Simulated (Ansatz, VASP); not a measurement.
# Two plane-wave programs on KMgF3

```
CELL_PARAMETERS angstrom
3.98590 0.00000 0.00000
0.00000 3.98590 0.00000
0.00000 0.00000 3.98590
ATOMIC_POSITIONS crystal
K 0.50000 0.50000 0.50000
Mg 0.00000 0.00000 0.00000
F 0.50000 0.00000 0.00000
F 0.00000 0.50000 0.00000
F 0.00000 0.00000 0.50000
```

Alike in both runs: task relaxation of cell and atoms; functional PBE; dispersion D4; k mesh 6 × 6 × 6; no spin polarisation.

|  | VASP | Ansatz |
| --- | --- | --- |
| version | VASP 6.6.1 | Ansatz 0.2.0 |
| potentials or method | VASP PAW PBE potentials, release 64 (K_sv, Mg, F) | plane waves, PAW |
| plane-wave cutoff (eV) | 600 | 420 |
| occupations | gaussian, width 0.01 eV | fixed |
| valence electrons in the cell | 32 | 40 |

Ansatz gave:

```
relaxed volume (Å³/atom)                                     : 13.13
relaxed cell length with the largest relative difference (Å) : 4.034
```

Task: What did VASP give for the same quantities?

Result: Relaxed volume (Å³/atom): 13.04; relaxed cell length with the largest relative difference (Å): 4.025.

VASP's potentials hold 32 valence electrons a cell and Ansatz's 40, so a difference there can come from the potentials and not from the codes.
